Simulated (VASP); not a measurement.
# PbSe (I4/mmm) in VASP: further runs

Runs on PbSe. Level: PBE+D3(BJ). Tasks: single point.

Program: VASP 6.6.1. These are calculated values, not measurements. Logs are shortened: lines on timing, memory, paths and dates and some standing lists are left out, and cuts for length are marked.

## 1. The cell of the first run

Symmetry: I4/mmm, No. 139, tetragonal system. The conventional cell has a = 4.262 Å, b = 4.262 Å, c = 5.744 Å, α = 90.00°, β = 90.00°, γ = 90.00°. Pb (site symmetry 4/mmm) has 6 Se at 2.87 to 3.01 Å within 3.8 Å. Within 3.8 Å of Se (site symmetry 4/mmm) lie 6 Pb at 2.87 to 3.01 Å.

## 2. Single point, PBE+D3(BJ) (26.08 Å³/atom)

Contents of INCAR:

```
SYSTEM = PbSe
  PREC = Accurate
  ENCUT = 520
  EDIFF = 1E-6
  ISMEAR = 0
  SIGMA = 0.03
  LREAL = .FALSE.
  LASPH = .TRUE.
  NELM = 60
  ALGO = Normal
  ISIF = 2
  LWAVE = .FALSE.
  LCHARG = .FALSE.
  GGA = PE
  IVDW = 12
  NBANDS = 17
```

Contents of KPOINTS:

```
Automatic mesh
0
G
  10 10 10
  0 0 0
```

Contents of POSCAR:

```
PbSe
1.0
    0.0000000000      3.0135795723      2.8719413324
    3.0135795723      0.0000000000      2.8719413324
    3.0135795723      3.0135795723      0.0000000000
Pb Se
1 1
Direct
    0.0000000000      0.0000000000      0.0000000000
    0.5000000000      0.5000000000      0.5000000000
```

Potentials or basis: VASP PAW PBE potentials, release 64 (Pb_d, Se).

Command:

```bash
$ cat potpaw_PBE.64/Pb_d/POTCAR potpaw_PBE.64/Se/POTCAR > POTCAR
$ mpirun -np 1 vasp_std > vasp.out
```

OUTCAR:

```text
SYSTEM = PbSe
   PREC = Accurate
   ENCUT = 520
   EDIFF = 1E-6
   ISMEAR = 0
   LREAL = .FALSE.
   LASPH = .TRUE.
   NELM = 60
   ISIF = 2
   GGA = PE
   IVDW = 12
 IVDW          = 12

 ion  position               nearest neighbor table
   1  0.000  0.000  0.000-   2 2.87   2 2.87   2 3.01   2 3.01   2 3.01   2 3.01
   2  0.500  0.500  0.500-   1 2.87   1 2.87   1 3.01   1 3.01   1 3.01   1 3.01

  LATTYP: Found a body centered tetragonal cell.
 ALAT       =     4.2618451024
 C/A-ratio  =     1.3477455249

  Lattice vectors:

 A1 = (   0.0000000000,  -3.0135795723,  -2.8719413324)
 A2 = (   0.0000000000,   3.0135795723,  -2.8719413324)
 A3 = (   3.0135795723,   0.0000000000,   2.8719413324)

Analysis of symmetry for initial positions (statically):
=====================================================================
 Subroutine PRICEL returns:
 Original cell was already a primitive cell.

 Routine SETGRP: Setting up the symmetry group for a
 body centered tetragonal supercell.

 Subroutine GETGRP returns: Found 16 space group operations
 (whereof 16 operations were pure point group operations)
 out of a pool of 16 trial point group operations.

The static configuration has the point symmetry D_4h.

Analysis of symmetry for dynamics (positions and initial velocities):
=====================================================================
 Subroutine PRICEL returns:
 Original cell was already a primitive cell.

 Routine SETGRP: Setting up the symmetry group for a
 body centered tetragonal supercell.

 Subroutine GETGRP returns: Found 16 space group operations
 (whereof 16 operations were pure point group operations)
 out of a pool of 16 trial point group operations.

The dynamic configuration has the point symmetry D_4h.

 Subroutine INISYM returns: Found 16 space group operations
 (whereof 16 operations are pure point group operations),
 and found     1 'primitive' translations

----------------------------------------------------------------------------------------

                                     Primitive cell

  volume of cell :      52.1640

  direct lattice vectors                    reciprocal lattice vectors
     0.000000000  3.013579572  2.871941332    -0.165915645  0.165915645  0.174098264
     3.013579572  0.000000000  2.871941332     0.165915645 -0.165915645  0.174098264
     3.013579572  3.013579572  0.000000000     0.165915645  0.165915645 -0.174098264

  length of vectors
     4.162896690  4.162896690  4.261845102     0.292174962  0.292174962  0.292174962

  position of ions in fractional coordinates (direct lattice)
     0.000000000  0.000000000  0.000000000
     0.500000000  0.500000000  0.500000000

  ion indices of the primitive-cell ions
   primitive index   ion index
                 1           1
                 2           2

----------------------------------------------------------------------------------------

 KPOINTS: Automatic mesh

Automatic generation of k-mesh.
 Grid dimensions read from file:
 generate k-points for:   10   10   10

 Generating k-lattice:

  Cartesian coordinates                     Fractional coordinates (reciprocal lattice)
    -0.016591565  0.016591565  0.017409826     0.100000000  0.000000000  0.000000000
     0.016591565 -0.016591565  0.017409826     0.000000000  0.100000000  0.000000000
     0.016591565  0.016591565 -0.017409826    -0.000000000 -0.000000000  0.100000000

  Length of vectors
     0.029217496  0.029217496  0.029217496

  Shift w.r.t. Gamma in fractional coordinates (k-lattice)
     0.000000000  0.000000000  0.000000000

 Subroutine IBZKPT returns following result:
 ===========================================

 Found    102 irreducible k-points:

 Following reciprocal coordinates:
            Coordinates               Weight
  0.000000  0.000000  0.000000      1.000000
  0.100000 -0.000000  0.000000      8.000000
  0.200000 -0.000000  0.000000      8.000000
  0.300000 -0.000000  0.000000      8.000000
  0.400000 -0.000000  0.000000      8.000000
  0.500000 -0.000000  0.000000      4.000000
[... 16 lines left out ...]
  0.300000  0.300000  0.000000      2.000000
  0.400000  0.300000  0.000000      8.000000
 [... further k-points ...]
   k-points           NKPTS =    102   k-points in BZ     NKDIM =    102   number of bands    NBANDS=     17
   number of dos      NEDOS =    301   number of ions     NIONS =      2
   total plane-waves  NPLWV =  32768
   dimension x,y,z NGX =    32 NGY =   32 NGZ =   32
   dimension x,y,z NGXF=    64 NGYF=   64 NGZF=   64
   ions per type =               1   1
   NGX,Y,Z   is equivalent  to a cutoff of  12.78, 12.78, 12.48 a.u.
   NGXF,Y,Z  is equivalent  to a cutoff of  25.56, 25.56, 24.97 a.u.
 SYSTEM =  PbSe
   PREC   = accura    normal or accurate (medium, high low for compatibility)
   ISTART =      0    job   : 0-new  1-cont  2-samecut
   ICHARG =      2    charge: 1-file 2-atom 10-const
   ISPIN  =      1    spin polarized calculation?
   LNONCOLLINEAR =      F non collinear calculations
   LSORBIT =      F    spin-orbit coupling
   LASPH  =      T    aspherical Exc in radial PAW
   ENCUT  =  520.0 eV  38.22 Ry    6.18 a.u.   7.74  7.74  7.92*2*pi/ulx,y,z
   NELM   =     60;   NELMIN=  2; NELMDL= -5     # of ELM steps
   EDIFF  = 0.1E-05   stopping-criterion for ELM
   LREAL  =      F    real-space projection
   EDIFFG = 0.1E-04   stopping-criterion for IOM
   NSW    =      0    number of steps for IOM
   IBRION =     -1    ionic relax: 0-MD 1-quasi-New 2-CG
   NFREE  =      0    steps in history (QN), initial steepest desc. (CG)
   ISIF   =      2    stress and relaxation
   ISYM   =      2    0-nonsym 1-usesym 2-fastsym
   POTIM  = 0.5000    time-step for ionic-motion
   TEBEG  =    0.0;   TEEND  =   0.0 temperature during run
   PSTRESS=    0.0 pullay stress
   NELECT =      20.0000    total number of electrons
   NUPDOWN=      -1.0000    fix difference up-down
   EMIN   =  10.00;   EMAX   =-10.00  energy-range for DOS
   EFERMI =   0.00;   METHOD = LEGACY
   ISMEAR =     0;   SIGMA  =   0.03  broadening in eV -4-tet -1-fermi 0-gaus
   EFERMI_NEDOS =   21; number of points for ismear=-14 and -15
   IALGO  =     38    algorithm
   IMIX   =      4    mixing-type and parameters
     AMIX     =   0.40;   BMIX     =  1.00
     AMIX_MAG =   1.60;   BMIX_MAG =  1.00
  volume/ion in A,a.u.               =      26.08       176.01
  Fermi-wavevector in a.u.,A,eV,Ry     =   1.189309  2.247467 19.244826  1.414455
  Thomas-Fermi vector in A             =   2.325419
   LORBIT       =      0    0 simple, 1 ext, 2 COOP (PROOUT), +10 PAW based schemes
   GGA     = PE    functional components
   LHFCALC =     F    Hartree Fock is set to
   AEXX    =    0.0000 exact exchange contribution
   IVDW    =    12    specifies the selected vdW correction
   LEPSILON=     F    determine dielectric tensor
   LRPA    =     F    only Hartree local field effects (RPA)
 non-spin polarized calculation
 Gauss-broadening in eV      SIGMA  =   0.03
  energy-cutoff  :      520.00
  volume of cell :       52.16
 maximum number of plane-waves:      1426
   NGX = 15   NGY = 15   NGZ = 15

 number of electron      19.9999996 magnetization

 Free energy of the ion-electron system (eV)
  ---------------------------------------------------
  ext. energy  EPLUGINS =         0.00000000
  ---------------------------------------------------
  free energy    TOTEN  =        -7.94904308 eV

  energy without entropy =       -7.94904292  energy(sigma->0) =       -7.94904300

 E-fermi :   6.3979     XC(G=0):  -9.9730

 val. band max:        6.3203372563   @ k =   0.5000  -0.0000   0.0000
 cond. band min:       6.4755012305   @ k =   0.5000  -0.0000   0.0000
 fundamental gap:      0.1551639742
 Fermi energy:         6.3979193856

 k-point     1 :       0.0000    0.0000    0.0000
  band No.  band energies     occupation
      1     -10.7374      2.00000
      2     -10.7284      2.00000
      3     -10.7271      2.00000
      4     -10.7240      2.00000
      5     -10.7240      2.00000
      6      -8.1598      2.00000
[... 9 lines left out ...]
     16      12.8016      0.00000
     17      14.1585      0.00000

 k-point     2 :       0.1000   -0.0000    0.0000
  band No.  band energies     occupation
      1     -10.7394      2.00000
      2     -10.7308      2.00000
      3     -10.7268      2.00000
      4     -10.7212      2.00000
      5     -10.7200      2.00000
      6      -8.0707      2.00000
[... 9 lines left out ...]
     16      12.9522      0.00000
     17      15.1041      0.00000

 k-point     3 :       0.2000   -0.0000    0.0000
  band No.  band energies     occupation
      1     -10.7468      2.00000
      2     -10.7403      2.00000
      3     -10.7259      2.00000
      4     -10.7111      2.00000
      5     -10.7071      2.00000
      6      -7.8147      2.00000
[... 9 lines left out ...]
     16      13.5101      0.00000
     17      16.7120      0.00000

 k-point     4 :       0.3000   -0.0000    0.0000
  band No.  band energies     occupation
      1     -10.7569      2.00000
      2     -10.7523      2.00000
      3     -10.7256      2.00000
      4     -10.6981      2.00000
      5     -10.6903      2.00000
      6      -7.4347      2.00000
[... 9 lines left out ...]
     16      14.4290      0.00000
     17      18.3431      0.00000

 k-point     5 :       0.4000   -0.0000    0.0000
  band No.  band energies     occupation
      1     -10.7652      2.00000
      2     -10.7621      2.00000
      3     -10.7258      2.00000
      4     -10.6875      2.00000
      5     -10.6764      2.00000
      6      -7.0418      2.00000
[... 9 lines left out ...]
     16      15.6547      0.00000
     17      17.7776      0.00000

 k-point     6 :       0.5000   -0.0000    0.0000
  band No.  band energies     occupation
      1     -10.7684      2.00000
      2     -10.7658      2.00000
      3     -10.7259      2.00000
      4     -10.6835      2.00000
      5     -10.6711      2.00000
      6      -6.8572      2.00000
[... 9 lines left out ...]
     16      16.5622      0.00000
     17      16.8073      0.00000

 k-point     7 :       0.1000    0.1000    0.0000
  band No.  band energies     occupation
      1     -10.7342      2.00000
      2     -10.7319      2.00000
      3     -10.7314      2.00000
      4     -10.7178      2.00000
      5     -10.7178      2.00000
      6      -8.0346      2.00000
[... 9 lines left out ...]
     16      13.3823      0.00000
     17      14.8044      0.00000

 k-point     8 :       0.2000    0.1000    0.0000
  band No.  band energies     occupation
      1     -10.7434      2.00000
      2     -10.7361      2.00000
      3     -10.7328      2.00000
      4     -10.7098      2.00000
      5     -10.7061      2.00000
      6      -7.8222      2.00000
[... 9 lines left out ...]
     16      14.1111      0.00000
     17      15.8242      0.00000
[... 203 lines left out ...]
      1     -10.8311      2.00000
      2     -10.7438      2.00000
      3     -10.7308      2.00000
      4     -10.6846      2.00000
      5     -10.6674      2.00000
      6      -6.6249      2.00000
[... 9 lines left out ...]
     16      16.7936      0.00000
     17      17.6507      0.00000

 k-point    20 :      -0.4000    0.2000    0.0000
  band No.  band energies     occupation
      1     -10.8259      2.00000
      2     -10.7503      2.00000
      3     -10.7213      2.00000
      4     -10.6902      2.00000
      5     -10.6728      2.00000
      6      -6.6180      2.00000
[... 9 lines left out ...]
     16      15.4083      0.00000
     17      18.5064      0.00000

 k-point    21 :      -0.3000    0.2000    0.0000
  band No.  band energies     occupation
      1     -10.8064      2.00000
      2     -10.7532      2.00000
      3     -10.7133      2.00000
      4     -10.7000      2.00000
      5     -10.6853      2.00000
      6      -6.9092      2.00000
[... 9 lines left out ...]
     16      15.6868      0.00000
     17      17.7265      0.00000

 k-point    22 :      -0.2000    0.2000    0.0000
  band No.  band energies     occupation
      1     -10.7792      2.00000
      2     -10.7534      2.00000
      3     -10.7130      2.00000
      4     -10.7069      2.00000
      5     -10.6983      2.00000
      6      -7.2992      2.00000
[... 9 lines left out ...]
     16      16.2591      0.00000
     17      17.1449      0.00000

 k-point    23 :       0.3000    0.3000    0.0000
  band No.  band energies     occupation
      1     -10.8410      2.00000
      2     -10.7489      2.00000
      3     -10.7153      2.00000
      4     -10.6791      2.00000
      5     -10.6791      2.00000
      6      -7.0359      2.00000
[... 9 lines left out ...]
     16      16.1438      0.00000
     17      17.2340      0.00000

 k-point    24 :       0.4000    0.3000    0.0000
  band No.  band energies     occupation
      1     -10.8771      2.00000
      2     -10.7500      2.00000
      3     -10.7160      2.00000
      4     -10.6712      2.00000
      5     -10.6677      2.00000
      6      -6.6830      2.00000
[... 9 lines left out ...]
     16      16.9289      0.00000
     17      18.0615      0.00000

 [... further k-points ...]

------------------------ aborting loop because EDIFF is reached ----------------------------------------

 Edisp (eV)   -0.81149

 E8    (eV) :    -0.3782

  FORCE on cell =-STRESS in cart. coord.  units (eV):
  Direction    XX          YY          ZZ          XY          YZ          ZX
  --------------------------------------------------------------------------------------
  -------------------------------------------------------------------------------------
  Total       1.15206     1.15206     4.39009     0.00000     0.00000     0.00000
  in kB      35.38450    35.38450   134.83838     0.00000     0.00000     0.00000
  external pressure =       68.54 kB  Pullay stress =        0.00 kB

 VOLUME and BASIS-vectors are now :
 -----------------------------------------------------------------------------
  energy-cutoff  :      520.00
  volume of cell :       52.16
      direct lattice vectors                 reciprocal lattice vectors
     0.000000000  3.013579572  2.871941332    -0.165915645  0.165915645  0.174098264
     3.013579572  0.000000000  2.871941332     0.165915645 -0.165915645  0.174098264
     3.013579572  3.013579572  0.000000000     0.165915645  0.165915645 -0.174098264

 POSITION                                       TOTAL-FORCE (eV/Angst)
 -----------------------------------------------------------------------------------
      0.00000      0.00000      0.00000        -0.000000     -0.000000      0.000000
      3.01358      3.01358      2.87194         0.000000      0.000000      0.000000
 -----------------------------------------------------------------------------------
    total drift:                                0.000000     -0.000000     -0.000000

  FREE ENERGIE OF THE ION-ELECTRON SYSTEM (eV)
  ---------------------------------------------------
  free  energy   TOTEN  =        -8.7605340031 eV

  energy  without entropy=       -8.7605338343  energy(sigma->0) =       -8.76053392
```

Wall time 23 s (1 thread of Intel Xeon 6975P-C (Granite Rapids), shared host); peak memory 0.25 GiB.

What came out:

| Property | Result |
| --- | --- |
| Free energy | -8.7605 eV |
| Pressure | 6.9 GPa |
| Band gap on the k mesh | 0.16 eV |
| Dispersion energy per atom | -0.406 eV |

Stress tensor (GPa, compression positive):
```
 3.54  0.00  0.00
 0.00  3.54  0.00
 0.00  0.00 13.48
```

Caveat: the stress differs along the axes, from 4 to 13 GPa; spin-orbit coupling is left out, which moves the levels of the heavy elements.

## 3. Single point, PBE+D3(BJ) (26.08 Å³/atom)

Contents of INCAR:

```
ALGO     = Normal         # electronic algorithm
EDIFF    = 1E-6           # SCF threshold, eV
ENCUT    = 520            # plane-wave cutoff, eV
GGA      = PE             # functional
ISIF     = 2              # what is computed and relaxed
ISMEAR   = 0              # smearing method
IVDW     = 12             # dispersion correction
LASPH    = T              # aspherical terms in the spheres
LCHARG   = F              # write CHGCAR
LREAL    = F              # projectors in reciprocal space
LWAVE    = F              # write WAVECAR
NBANDS   = 17             # bands
NELM     = 100            # most SCF steps
PREC     = Accurate       # precision mode
SIGMA    = 0.03           # smearing width, eV
```

Contents of KPOINTS:

```
k-points
0
Gamma
  10 10 10
```

Contents of POSCAR:

```
PbSe
1.0
    0.0000000000      3.0296662216      2.8415239492
    3.0296662216      0.0000000000      2.8415239492
    3.0296662216      3.0296662216      0.0000000000
Pb Se
1 1
Direct
    0.0000000000      0.0000000000      0.0000000000
    0.5000000000      0.5000000000      0.5000000000
```

Potentials or basis: VASP PAW PBE potentials, release 64 (Pb_d, Se).

Command:

```bash
$ cat potpaw_PBE.64/Pb_d/POTCAR potpaw_PBE.64/Se/POTCAR > POTCAR
$ mpirun -np 1 vasp_std > vasp.out
```

It took 24 s on 1 thread of Intel Xeon 6975P-C (Granite Rapids), shared host; peak memory 0.24 GiB.

It converged, with:

```
Free energy                : -8.7198 eV
Pressure                   : 7.2 GPa
Band gap on the k mesh     : 0.22 eV
Dispersion energy per atom : -0.406 eV
```

Stress tensor (GPa, compression positive):
```
 2.69  0.00  0.00
 0.00  2.69  0.00
 0.00  0.00 16.28
```

Levels at points of the mesh, in eV from the valence-band top:
```
           k point  band 6  band 7  band 8  band 9  band 10  band 11  band 12  band 13  band 14  band 15
(0.00, 0.00, 0.00)  -14.47   -6.10   -2.77   -2.14    -2.14     4.39     4.39     6.10     6.19     6.19
(0.50, 0.00, 0.00)  -13.17   -9.43   -1.94   -1.80     0.00     0.22     1.26     1.75     8.63     9.73
(0.50, 0.50, 0.00)  -12.38   -7.77   -5.91   -3.99    -3.99     3.08     5.77     5.77     6.96    11.42
(0.50, 0.00, 0.50)  -12.74   -7.41   -5.80   -4.18    -3.45     3.38     5.28     6.20     6.97    10.98
```

Caveat: the stress differs along the axes, from 3 to 16 GPa; spin-orbit coupling is left out, which moves the levels of the heavy elements. A k mesh can miss the band edges.

## 4. Single point, PBE+D3(BJ) (26.08 Å³/atom)

Contents of INCAR:

```
PREC = Accurate
ENCUT = 520
EDIFF = 1E-7
ISMEAR = 0
SIGMA = 0.03
LREAL = False
LASPH = True
NELM = 80
ALGO = Normal
ISIF = 2
LWAVE = False
LCHARG = True
GGA = PE
IVDW = 12
LELF = True
LVHAR = True
NBANDS = 17
```

Contents of KPOINTS:

```
regular mesh
0
Gamma
  10 10 10
```

Contents of POSCAR:

```
PbSe
1.0
    0.0000000000      2.9029133377      3.0950862007
    2.9029133377      0.0000000000      3.0950862007
    2.9029133377      2.9029133377      0.0000000000
Pb Se
1 1
Direct
    0.0000000000      0.0000000000      0.0000000000
    0.5000000000      0.5000000000      0.5000000000
```

Command:

```bash
$ cat potpaw_PBE.64/Pb_d/POTCAR potpaw_PBE.64/Se/POTCAR > POTCAR
$ mpirun -np 1 vasp_std > vasp.out
```

Wall time 28 s (1 thread of Intel Xeon 6975P-C (Granite Rapids), shared host); peak memory 0.24 GiB.

It converged, with:

```yaml
Free_energy: -8.7314 eV
Pressure: 7.2 GPa
Band_gap_on_the_k_mesh: 0.20 eV
Dispersion_energy_per_atom: -0.406 eV
```

Stress tensor (GPa, compression positive):
```
10.87  0.00  0.00
 0.00 10.87  0.00
 0.00  0.00 -0.24
```

Levels at points of the mesh, in eV from the valence-band top:
| k point | band 7 | band 8 | band 9 | band 10 | band 11 | band 12 | band 13 | band 14 |
| --- | --- | --- | --- | --- | --- | --- | --- | --- |
| (0.00, 0.00, 0.00) | -6.10 | -2.53 | -2.53 | -1.98 | 3.94 | 5.48 | 5.48 | 6.05 |
| (0.50, 0.00, 0.00) | -9.43 | -1.97 | -1.74 | 0.00 | 0.20 | 1.34 | 1.67 | 8.63 |
| (0.50, 0.50, 0.00) | -7.28 | -5.75 | -3.77 | -3.77 | 3.45 | 5.94 | 6.24 | 6.24 |
| (0.50, 0.00, 0.50) | -7.67 | -5.88 | -4.28 | -3.57 | 3.20 | 5.09 | 6.70 | 6.72 |

Caveat: the stress differs along the axes, from -0 to 11 GPa; spin-orbit coupling is left out, which moves the levels of the heavy elements.

(Part 1 of 2 ends here.)
